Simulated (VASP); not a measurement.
A run of VASP 6.6.1:

The input POSCAR:

```
H21C10N3O2
1.0
    7.1400370000      0.0000000000      0.0000000000
    0.0000000000      7.1400370000      0.0000000000
    0.0000000000      0.0000000000      7.1400370000
C O H N
10 2 21 3
Direct
    0.8373486020      0.3750680844      0.9010457509
    0.8667041921      0.2168616213      0.7689455951
    0.1979401507      0.0762320980      0.2355870145
    0.3280375158      0.1894107832      0.1074084070
    0.5109637387      0.5432604901      0.5359636092
    0.4261602566      0.7265228457      0.5715656656
   -0.0171007517      0.5488206854      0.3419169957
   -0.0585431140      0.7024753513      0.4680928124
    0.3763705986      0.6868871968      1.0308770109
    0.5567338096      0.7789175322      1.0758907832
    1.0487620722      0.1685845606      0.7362846999
    0.4952075178      0.2450827636      0.2080941597
    1.0272495787      0.0435852083      0.6769712818
    0.7891975910      0.0857278471      0.8119845878
    0.7923208241      0.2655868590      0.6471114926
    0.6883017553      0.4191714973      0.8904015483
    0.8714100501      0.3365388723      1.0438881479
    0.9294629706      0.4920982902      0.8584549352
    0.5708513835      0.1336407640      0.2229820378
    0.3464267762      0.1300833595     -0.0281511146
    0.2581079062      0.3224212984      0.0858538968
    0.0697055211      0.0789911873      0.1721839817
    0.2611331006     -0.0588372301      0.2790321675
    0.1798169953      0.1474362108      0.3626031630
    0.5724200029      0.5349972276      0.3950259642
    0.6403328162      0.5112438493      0.6296886137
    0.3920567919      0.4487091594      0.5646049173
   -0.0479829446      0.5988624429      0.2082342150
    0.1315119235      0.5102354512      0.3674350707
   -0.1027445656      0.4160482642      0.3737655701
    0.4320145680      0.5606133414      0.9466057389
    0.3143961299      0.6347446099      1.1537615281
    0.2540322970      0.7636795159      0.9529362383
    0.3584855373      0.8699394695      0.6122937458
   -0.0831228186      0.8256960013      0.5689746426
    0.6916070603      0.8636089701      1.1064928655
```

Contents of INCAR.step1:

```
  PREC = Accurate
  ENCUT = 1100
  ISMEAR = -1
  SIGMA = 0.02
  LREAL = Auto
  LASPH = T
  NELM = 120
  NBANDS = 68
  GGA = PE
  ALGO = Normal
  EDIFF = 1E-5
  LWAVE = T
  LCHARG = F
  GGA_COMPAT = F
```

The input INCAR.step2:

```
  PREC = Accurate
  ENCUT = 1100
  EDIFF = 1E-6
  ISMEAR = -1
  SIGMA = 0.02
  LREAL = Auto
  LASPH = T
  NELM = 120
  ALGO = Normal
  ISIF = 2
  LWAVE = F
  LCHARG = F
  METAGGA = R2SCAN
  LMIXTAU = T
  IVDW = 12
  VDW_S6 = 1.0
  VDW_S8 = 0.78981345
  VDW_A1 = 0.49484001
  VDW_A2 = 5.73083694
  NBANDS = 68
  ISTART = 1
  GGA_COMPAT = F
```

File KPOINTS:

```
regular mesh
0
Gamma
  1 1 1
```

Potentials or basis: VASP PAW PBE potentials, release 64 (C_h, O_h, H_h, N_h).

Launch:

```console
$ cat potpaw_PBE.64/C_h/POTCAR potpaw_PBE.64/O_h/POTCAR potpaw_PBE.64/H_h/POTCAR potpaw_PBE.64/N_h/POTCAR > POTCAR
$ cp INCAR.step1 INCAR
$ mpirun -np 1 vasp_gam > vasp.out
$ cp INCAR.step2 INCAR
$ mpirun -np 1 vasp_gam > vasp.out
```

Hardware: 1 thread of Intel(R) Xeon(R) Platinum 8259CL CPU @ 2.50GHz (Skylake/Cascade Lake) (shared host).

Problem. Estimate the wall time of this run.

Solution. It took 9.1 min on 1 thread of Intel(R) Xeon(R) Platinum 8259CL CPU @ 2.50GHz (Skylake/Cascade Lake), on a shared host, peak memory 1.1 GiB. Counts: k points 1.
